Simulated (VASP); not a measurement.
# BeH4 in VASP: a series of runs, part 2 of 2

VASP 6.6.1. Earlier steps stand in the parts before.

## Step 3: Single point, PBE

This run uses another cell than the first one, of 4.89 Å³/atom, 0.553 times its volume.

The input, INCAR:

```
PREC = Accurate
ENCUT = 520
EDIFF = 1E-6
ISMEAR = 0
SIGMA = 0.1
LREAL = F
LASPH = T
NELM = 60
ALGO = Normal
ISIF = 2
LWAVE = F
LCHARG = F
GGA = PE
NBANDS = 11
```

The input, KPOINTS:

```
regular mesh
0
Gamma
  14 14 14
```

The input, POSCAR:

```
BeH4
1.0
   -1.8288884263      1.8288884263      1.8288884263
    1.8288884263     -1.8288884263      1.8288884263
    1.8288884263      1.8288884263     -1.8288884263
Be H
1 4
Direct
    0.0000000000      0.0000000000      0.0000000000
    0.5000000000      0.5000000000      0.5000000000
    0.0000000000      0.0000000000      0.5000000000
    0.0000000000      0.5000000000      0.0000000000
    0.5000000000      0.0000000000      0.0000000000
```

Potentials or basis: VASP PAW PBE potentials, release 64 (Be, H).

Started as:

```bash
cat potpaw_PBE.64/Be/POTCAR potpaw_PBE.64/H/POTCAR > POTCAR
mpirun -np 1 vasp_std > vasp.out
```

OUTCAR:

```text
PREC = Accurate
   ENCUT = 520
   EDIFF = 1E-6
   ISMEAR = 0
   LREAL = F
   LASPH = T
   NELM = 60
   ISIF = 2
   GGA = PE

 ion  position               nearest neighbor table
   1  0.000  0.000  0.000-   2 1.58   3 1.58   4 1.58   5 1.58   3 1.58   4 1.58   5 1.58   2 1.58

   2  0.500  0.500  0.500-   1 1.58   1 1.58
   3  0.000  0.000  0.500-   1 1.58   1 1.58
   4  0.000  0.500  0.000-   1 1.58   1 1.58
   5  0.500  0.000  0.000-   1 1.58   1 1.58

  LATTYP: Found a body centered cubic cell.
 ALAT       =     3.6577768526

  Lattice vectors:

 A1 = (  -1.8288884263,   1.8288884263,   1.8288884263)
 A2 = (   1.8288884263,  -1.8288884263,   1.8288884263)
 A3 = (   1.8288884263,   1.8288884263,  -1.8288884263)

Analysis of symmetry for initial positions (statically):
=====================================================================
 Subroutine PRICEL returns:
 Original cell was already a primitive cell.

 Routine SETGRP: Setting up the symmetry group for a
 body centered cubic supercell.

 Subroutine GETGRP returns: Found 48 space group operations
[... 9 lines left out ...]

 Routine SETGRP: Setting up the symmetry group for a
 body centered cubic supercell.

 Subroutine GETGRP returns: Found 48 space group operations
[... 11 lines left out ...]
                                     Primitive cell

  volume of cell :      24.4693

  direct lattice vectors                    reciprocal lattice vectors
    -1.828888426  1.828888426  1.828888426     0.000000000  0.273390106  0.273390106
     1.828888426 -1.828888426  1.828888426     0.273390106  0.000000000  0.273390106
     1.828888426  1.828888426 -1.828888426     0.273390106  0.273390106  0.000000000

  length of vectors
     3.167727676  3.167727676  3.167727676     0.386631995  0.386631995  0.386631995

  position of ions in fractional coordinates (direct lattice)
     0.000000000  0.000000000  0.000000000
     0.500000000  0.500000000  0.500000000
     0.000000000  0.000000000  0.500000000
     0.000000000  0.500000000  0.000000000
     0.500000000  0.000000000  0.000000000

  ion indices of the primitive-cell ions
   primitive index   ion index
                 1           1
                 2           2
                 3           3
                 4           4
                 5           5

----------------------------------------------------------------------------------------

 KPOINTS: regular mesh

Automatic generation of k-mesh.
 Grid dimensions read from file:
 generate k-points for:   14   14   14

 Generating k-lattice:

  Cartesian coordinates                     Fractional coordinates (reciprocal lattice)
     0.000000000  0.019527865  0.019527865     0.071428571  0.000000000  0.000000000
     0.019527865  0.000000000  0.019527865     0.000000000  0.071428571  0.000000000
     0.019527865  0.019527865  0.000000000     0.000000000  0.000000000  0.071428571

  Length of vectors
     0.027616571  0.027616571  0.027616571

  Shift w.r.t. Gamma in fractional coordinates (k-lattice)
     0.000000000  0.000000000  0.000000000

 Subroutine IBZKPT returns following result:
 ===========================================

 Found    104 irreducible k-points:

 Following reciprocal coordinates:
            Coordinates               Weight
  0.000000  0.000000  0.000000      1.000000
  0.071429  0.000000  0.000000     12.000000
  0.142857  0.000000  0.000000     12.000000
  0.214286  0.000000  0.000000     12.000000
  0.285714  0.000000  0.000000     12.000000
  0.357143  0.000000  0.000000     12.000000
[... 16 lines left out ...]
  0.285714  0.285714  0.000000     24.000000
  0.357143  0.285714  0.000000     24.000000
 [... further k-points ...]
   k-points           NKPTS =    104   k-points in BZ     NKDIM =    104   number of bands    NBANDS=     11
   number of dos      NEDOS =    301   number of ions     NIONS =      5
   total plane-waves  NPLWV =  13824
   dimension x,y,z NGX =    24 NGY =   24 NGZ =   24
   dimension x,y,z NGXF=    48 NGYF=   48 NGZF=   48
   ions per type =               1   4
   NGX,Y,Z   is equivalent  to a cutoff of  12.60, 12.60, 12.60 a.u.
   NGXF,Y,Z  is equivalent  to a cutoff of  25.19, 25.19, 25.19 a.u.
 SYSTEM =  unknown system
   PREC   = accura    normal or accurate (medium, high low for compatibility)
   ISTART =      0    job   : 0-new  1-cont  2-samecut
   ICHARG =      2    charge: 1-file 2-atom 10-const
   ISPIN  =      1    spin polarized calculation?
   LNONCOLLINEAR =      F non collinear calculations
   LSORBIT =      F    spin-orbit coupling
   LASPH  =      T    aspherical Exc in radial PAW
   ENCUT  =  520.0 eV  38.22 Ry    6.18 a.u.   5.89  5.89  5.89*2*pi/ulx,y,z
   NELM   =     60;   NELMIN=  2; NELMDL= -5     # of ELM steps
   EDIFF  = 0.1E-05   stopping-criterion for ELM
   LREAL  =      F    real-space projection
   EDIFFG = 0.1E-04   stopping-criterion for IOM
   NSW    =      0    number of steps for IOM
   IBRION =     -1    ionic relax: 0-MD 1-quasi-New 2-CG
   NFREE  =      0    steps in history (QN), initial steepest desc. (CG)
   ISIF   =      2    stress and relaxation
   ISYM   =      2    0-nonsym 1-usesym 2-fastsym
   POTIM  = 0.5000    time-step for ionic-motion
   TEBEG  =    0.0;   TEEND  =   0.0 temperature during run
   PSTRESS=    0.0 pullay stress
   NELECT =       6.0000    total number of electrons
   NUPDOWN=      -1.0000    fix difference up-down
   EMIN   =  10.00;   EMAX   =-10.00  energy-range for DOS
   EFERMI =   0.00;   METHOD = LEGACY
   ISMEAR =     0;   SIGMA  =   0.10  broadening in eV -4-tet -1-fermi 0-gaus
   EFERMI_NEDOS =   21; number of points for ismear=-14 and -15
   IALGO  =     38    algorithm
   IMIX   =      4    mixing-type and parameters
     AMIX     =   0.40;   BMIX     =  1.00
     AMIX_MAG =   1.60;   BMIX_MAG =  1.00
  volume/ion in A,a.u.               =       4.89        33.03
  Fermi-wavevector in a.u.,A,eV,Ry     =   1.024672  1.936349 14.285463  1.049952
  Thomas-Fermi vector in A             =   2.158471
   LORBIT       =      0    0 simple, 1 ext, 2 COOP (PROOUT), +10 PAW based schemes
   GGA     = PE    functional components
   LHFCALC =     F    Hartree Fock is set to
   AEXX    =    0.0000 exact exchange contribution
   IVDW    =     0    specifies the selected vdW correction
   LEPSILON=     F    determine dielectric tensor
   LRPA    =     F    only Hartree local field effects (RPA)
 non-spin polarized calculation
 Gauss-broadening in eV      SIGMA  =   0.10
  energy-cutoff  :      520.00
  volume of cell :       24.47
 maximum number of plane-waves:       682
   NGX = 11   NGY = 11   NGZ = 11

 number of electron       5.9999996 magnetization

 Free energy of the ion-electron system (eV)
  ---------------------------------------------------
  ext. energy  EPLUGINS =         0.00000000
  ---------------------------------------------------
  free energy    TOTEN  =       -14.44790575 eV

  energy without entropy =      -14.44621396  energy(sigma->0) =      -14.44705985

 E-fermi :   1.4394     XC(G=0):  -9.7617

 val. band max:        1.4089998454   @ k =   0.2143   0.1429   0.0714
 cond. band min:       1.4486849324   @ k =  -0.1429   0.2143   0.0714
 fundamental gap:      0.0396850870
 Fermi energy:         1.4394025318

 k-point     1 :       0.0000    0.0000    0.0000
  band No.  band energies     occupation
      1     -10.0168      2.00000
      2       4.4821      0.00000
      3       4.4821      0.00000
      4       4.4821      0.00000
      5       8.1587      0.00000
      6       8.1587      0.00000
      7       8.1587      0.00000
      8      16.5488      0.00000
      9      16.5488      0.00000
     10      16.5488      0.00000
     11      18.3323      0.00000

 k-point     2 :       0.0714    0.0000    0.0000
  band No.  band energies     occupation
      1      -9.9194      2.00000
      2       3.8480      0.00000
      3       4.0450      0.00000
      4       4.3745      0.00000
      5       8.1228      0.00000
      6       8.6403      0.00000
      7       8.7965      0.00000
      8      15.5699      0.00000
      9      16.1462      0.00000
     10      16.8697      0.00000
     11      19.0984      0.00000
[... 295 lines left out ...]
 k-point    24 :       0.3571    0.2857    0.0000
  band No.  band energies     occupation
      1      -4.3615      2.00000
      2      -4.1586      2.00000
      3      -3.0292      2.00000
      4       2.2189      0.00000
      5       9.6553      0.00000
      6      13.4509      0.00000
      7      14.2656      0.00000
      8      16.2951      0.00000
      9      17.7138      0.00000
     10      18.4226      0.00000
     11      22.7838      0.00000

 [... further k-points ...]
[... 5 lines left out ...]
  --------------------------------------------------------------------------------------
  -------------------------------------------------------------------------------------
  Total       -0.0265826     -0.0265826     -0.0265826      0.0000000     -0.0000000     -0.0000000
  in kB       -1.7405518     -1.7405518     -1.7405518      0.0000000     -0.0000000     -0.0000000
  external PRESSURE =      -1.7405518 kB  Pullay stress =       0.0000000 kB

 VOLUME and BASIS-vectors are now :
 -----------------------------------------------------------------------------
  energy-cutoff  :      520.00
  volume of cell :       24.47
      direct lattice vectors                 reciprocal lattice vectors
    -1.828888426  1.828888426  1.828888426     0.000000000  0.273390106  0.273390106
     1.828888426 -1.828888426  1.828888426     0.273390106  0.000000000  0.273390106
     1.828888426  1.828888426 -1.828888426     0.273390106  0.273390106  0.000000000

 POSITION                                       TOTAL-FORCE (eV/Angst)
 -----------------------------------------------------------------------------------
      0.00000      0.00000      0.00000        -0.000000      0.000000      0.000000
      0.91444      0.91444      0.91444         0.000000      0.000000     -0.000000
      0.91444      0.91444     -0.91444        -0.000000      0.000000      0.000000
      0.91444     -0.91444      0.91444        -0.000000     -0.000000      0.000000
     -0.91444      0.91444      0.91444         0.000000      0.000000     -0.000000
 -----------------------------------------------------------------------------------
    total drift:                               -0.000000     -0.000000      0.000000

  FREE ENERGIE OF THE ION-ELECTRON SYSTEM (eV)
  ---------------------------------------------------
  free  energy   TOTEN  =       -14.4479057470 eV

  energy  without entropy=      -14.4462139622  energy(sigma->0) =      -14.44705985
```

OSZICAR:

```text
N       E                     dE             d eps       ncg     rms          rms(c)
DAV:   1    -0.390692375874E+01   -0.39069E+01   -0.29422E+03  2296   0.463E+02
DAV:   2    -0.142711798788E+02   -0.10364E+02   -0.99631E+01  2940   0.783E+01
DAV:   3    -0.145354227468E+02   -0.26424E+00   -0.26224E+00  2943   0.943E+00
DAV:   4    -0.145357354800E+02   -0.31273E-03   -0.31267E-03  2544   0.344E-01
DAV:   5    -0.145357356741E+02   -0.19412E-06   -0.19411E-06  2880   0.970E-03    0.250E+00
DAV:   6    -0.144681846369E+02    0.67551E-01   -0.14633E-02  2848   0.897E-01    0.154E+00
DAV:   7    -0.144472837533E+02    0.20901E-01   -0.23385E-02  2961   0.116E+00    0.812E-02
DAV:   8    -0.144477781323E+02   -0.49438E-03   -0.46984E-04  2713   0.146E-01    0.450E-02
DAV:   9    -0.144479073475E+02   -0.12922E-03   -0.20533E-04  2587   0.102E-01    0.584E-03
DAV:  10    -0.144479058697E+02    0.14779E-05   -0.22958E-06  2782   0.115E-02    0.253E-03
DAV:  11    -0.144479057470E+02    0.12271E-06   -0.95782E-07  2550   0.645E-03
   1 F= -.14447906E+02 E0= -.14447060E+02  d E =-.169178E-02
```

stdout:

```text
POSCAR found type information on POSCAR BeH
 POSCAR found :  2 types and       5 ions
 scaLAPACK will be used
 LDA part: xc-table for (Slater+PW92), standard interpolation
 POSCAR, INCAR and KPOINTS ok, starting setup
 FFT: planning ... GRIDC
 FFT: planning ... GRID_SOFT
 FFT: planning ... GRID
 WAVECAR not read
 entering main loop
```

It took 9.2 s on 1 thread of Intel Xeon 6975P-C (Granite Rapids), shared host; peak memory 0.15 GiB.

What came out:

| Quantity | Value |
| --- | --- |
| Free energy | -14.4479 eV |
| Pressure | -0.2 GPa |
| Band gap on the k mesh | zero (band 3 reaches 4.48 eV, above the bottom of band 4 at -2.17 eV) |

## Step 4: Single point, PBE

This run uses another cell than the first one, of 4.89 Å³/atom, 0.553 times its volume.

The input, INCAR:

```
SYSTEM = BeH4
PREC     = Accurate       ! precision mode
ENCUT    = 520            ! plane-wave cutoff, eV
EDIFF    = 1E-6           ! SCF threshold, eV
ISMEAR   = 0              ! smearing method
SIGMA    = 0.1            ! smearing width, eV
LREAL    = .FALSE.        ! projectors in reciprocal space
LASPH    = .TRUE.         ! aspherical terms in the spheres
NELM     = 60             ! most SCF steps
ALGO     = Normal         ! electronic algorithm
ISIF     = 2              ! what is computed and relaxed
LWAVE    = .FALSE.        ! write WAVECAR
LCHARG   = .TRUE.         ! write CHGCAR
GGA      = PE             ! functional
LELF     = .TRUE.         ! ELF
LVHAR    = .TRUE.       
NBANDS   = 11             ! bands
```

The input, KPOINTS:

```
regular mesh
0
G
  14 14 14
  0 0 0
```

POSCAR is that of step 3.

Started as:

```bash
cat potpaw_PBE.64/Be/POTCAR potpaw_PBE.64/H/POTCAR > POTCAR
mpirun -np 1 vasp_std > vasp.out
```

Wall time 8.5 s (1 thread of Intel Xeon 6975P-C (Granite Rapids), shared host); peak memory 0.14 GiB.

The run converged. Its results:

```
Free energy            : -14.4479 eV
Pressure               : -0.2 GPa
Band gap on the k mesh : zero (band 3 reaches 4.48 eV, above the bottom of band 4 at -2.17 eV)
```

Levels at points of the mesh, in eV from the Fermi level:
| k point | band 1 | band 2 | band 3 | band 4 | band 5 | band 6 | band 7 |
| --- | --- | --- | --- | --- | --- | --- | --- |
| (0.00, 0.00, 0.00) | -11.46 | 3.04 | 3.04 | 3.04 | 6.72 | 6.72 | 6.72 |
| (0.50, 0.00, 0.00) | -6.96 | -6.58 | -0.68 | 1.34 | 5.84 | 9.55 | 15.29 |
| (0.50, 0.50, 0.50) | -4.77 | -4.77 | -4.77 | 2.42 | 4.77 | 4.77 | 8.89 |

## Step 5: Relaxation of cell and atoms, PBE

This run uses another cell than the first one, of 4.89 Å³/atom, 0.553 times its volume.

The input, INCAR:

```
SYSTEM = BeH4
ALGO = Normal
EDIFF = 1E-6
EDIFFG = -0.01
ENCUT = 600
GGA = PE
IBRION = 2
ISIF = 3
ISMEAR = 0
LASPH = .True.
LCHARG = .False.
LREAL = .False.
LWAVE = .False.
NELM = 100
NSW = 100
PREC = Accurate
SIGMA = 0.1
```

The input, KPOINTS:

```
k-points
0
Gamma
  14 14 14
  0 0 0
```

POSCAR is that of step 4.

Potentials or basis: VASP PAW PBE potentials, release 64 (Be, H).

Started as:

```bash
cat potpaw_PBE.64/Be/POTCAR potpaw_PBE.64/H/POTCAR > POTCAR
mpirun -np 1 vasp_std > vasp.out
```

OUTCAR:

```text
SYSTEM = BeH4
   EDIFF = 1E-6
   EDIFFG = -0.01
   ENCUT = 600
   GGA = PE
   IBRION = 2
   ISIF = 3
   ISMEAR = 0
   LASPH = .True.
   LREAL = .False.
   NELM = 100
   NSW = 100
   PREC = Accurate

 ion  position               nearest neighbor table
   1  0.000  0.000  0.000-   2 1.58   3 1.58   4 1.58   5 1.58   3 1.58   4 1.58   5 1.58   2 1.58

   2  0.500  0.500  0.500-   1 1.58   1 1.58
   3  0.000  0.000  0.500-   1 1.58   1 1.58
   4  0.000  0.500  0.000-   1 1.58   1 1.58
   5  0.500  0.000  0.000-   1 1.58   1 1.58

  LATTYP: Found a body centered cubic cell.
 ALAT       =     3.6577768526

  Lattice vectors:

 A1 = (  -1.8288884263,   1.8288884263,   1.8288884263)
 A2 = (   1.8288884263,  -1.8288884263,   1.8288884263)
 A3 = (   1.8288884263,   1.8288884263,  -1.8288884263)

Analysis of symmetry for initial positions (statically):
=====================================================================
 Subroutine PRICEL returns:
[... 178 lines left out ...]

 E-fermi :   1.4383     XC(G=0):  -9.7616

 val. band max:        1.4078780279   @ k =   0.2143   0.1429   0.0714
 cond. band min:       1.4475837054   @ k =  -0.1429   0.2143   0.0714
 fundamental gap:      0.0397056775
 Fermi energy:         1.4382950008

 k-point     1 :       0.0000    0.0000    0.0000
  band No.  band energies     occupation
      1     -10.0169      2.00000
      2       4.4816      0.00000
      3       4.4816      0.00000
      4       4.4816      0.00000
      5       8.1581      0.00000
      6       8.1581      0.00000
      7       8.1581      0.00000
[... 221 lines left out ...]
 k-point    24 :       0.3571    0.2857    0.0000
  band No.  band energies     occupation
      1      -4.3621      2.00000
      2      -4.1593      2.00000
      3      -3.0301      2.00000
      4       2.2181      0.00000
      5       9.6544      0.00000
      6      13.4500      0.00000
      7      14.2648      0.00000

 [... further k-points ...]
[... 5 lines left out ...]
  --------------------------------------------------------------------------------------
  -------------------------------------------------------------------------------------
  Total        0.0051688      0.0051688      0.0051688     -0.0000000      0.0000000      0.0000000
  in kB        0.3384393      0.3384393      0.3384393     -0.0000000      0.0000000      0.0000000
  external PRESSURE =       0.3384393 kB  Pullay stress =       0.0000000 kB

 VOLUME and BASIS-vectors are now :
 -----------------------------------------------------------------------------
  energy-cutoff  :      600.00
  volume of cell :       24.47
      direct lattice vectors                 reciprocal lattice vectors
    -1.828888426  1.828888426  1.828888426     0.000000000  0.273390106  0.273390106
     1.828888426 -1.828888426  1.828888426     0.273390106  0.000000000  0.273390106
     1.828888426  1.828888426 -1.828888426     0.273390106  0.273390106  0.000000000

 POSITION                                       TOTAL-FORCE (eV/Angst)
 -----------------------------------------------------------------------------------
      0.00000      0.00000      0.00000        -0.000000     -0.000000     -0.000000
      0.91444      0.91444      0.91444        -0.000000      0.000000      0.000000
      0.91444      0.91444     -0.91444        -0.000000     -0.000000      0.000000
      0.91444     -0.91444      0.91444         0.000000     -0.000000     -0.000000
     -0.91444      0.91444      0.91444        -0.000000     -0.000000      0.000000
 -----------------------------------------------------------------------------------
    total drift:                               -0.000000     -0.000000      0.000000

  FREE ENERGIE OF THE ION-ELECTRON SYSTEM (eV)
  ---------------------------------------------------
  free  energy   TOTEN  =       -14.4497097778 eV

  energy  without entropy=      -14.4480180026  energy(sigma->0) =      -14.44886389

 reached required accuracy - stopping structural energy minimisation
```

Run time: 9.7 s. Hardware: 1 thread of Intel Xeon 6975P-C (Granite Rapids), shared host; peak memory 0.16 GiB.

Results:

```yaml
Free_energy: -14.4497 eV
Pressure_after_relaxing: 0.0 GPa
Band_gap_on_the_k_mesh: zero (band 3 reaches 4.48 eV, above the bottom of band 4 at -2.17 eV)
```

Final structure:
```cif
data_structure
_symmetry_space_group_name_H-M 'P 1'
_symmetry_Int_Tables_number 1
_cell_length_a 3.1677
_cell_length_b 3.1677
_cell_length_c 3.1677
_cell_angle_alpha 109.471
_cell_angle_beta 109.471
_cell_angle_gamma 109.471
_cell_volume 24.47
loop_
_atom_site_label
_atom_site_type_symbol
_atom_site_fract_x
_atom_site_fract_y
_atom_site_fract_z
_atom_site_occupancy
Be1 Be 0.00000 0.00000 0.00000 1
H1 H 0.50000 0.50000 0.50000 1
H2 H 0.00000 0.00000 0.50000 1
H3 H 0.00000 0.50000 0.00000 1
H4 H 0.50000 0.00000 0.00000 1
```

Levels at points of the mesh, in eV from the Fermi level:
| k point | band 1 | band 2 | band 3 | band 4 | band 5 | band 6 | band 7 |
| --- | --- | --- | --- | --- | --- | --- | --- |
| (0.00, 0.00, 0.00) | -11.46 | 3.04 | 3.04 | 3.04 | 6.72 | 6.72 | 6.72 |
| (0.50, 0.00, 0.00) | -6.96 | -6.58 | -0.68 | 1.34 | 5.84 | 9.55 | 15.29 |
| (0.50, 0.50, 0.50) | -4.77 | -4.77 | -4.77 | 2.42 | 4.77 | 4.77 | 8.89 |

Caveat: the relaxation stopped at its first step, so nothing moved.

## Step 6: The runs side by side

```csv
task,cell,k mesh,cutoff (eV),gap on the mesh (eV),pressure (GPa)
relaxation of cell and atoms,"relaxed from a = 3.859 Å, angles 109.5°, 5 atoms",6 × 6 × 6,600,none,1.3
single point,"a = 3.168 Å, angles 109.5°, 5 atoms",14 × 14 × 14,520,none,-0.2
relaxation of cell and atoms,"relaxed from a = 3.168 Å, angles 109.5°, 5 atoms",14 × 14 × 14,600,none,0.0
```

Alike in all rows: level PBE; potentials or basis VASP PAW PBE potentials, release 64 (Be, H); no spin polarisation; smearing gaussian 0.1 eV.

Caveats: the volume moved by over 15 % at a fixed basis, so the end points are rough (some runs); the relaxation stopped at its first step, so nothing moved (some runs).

Total energies depend on the potentials used, so only differences within one code and one set of settings carry meaning.
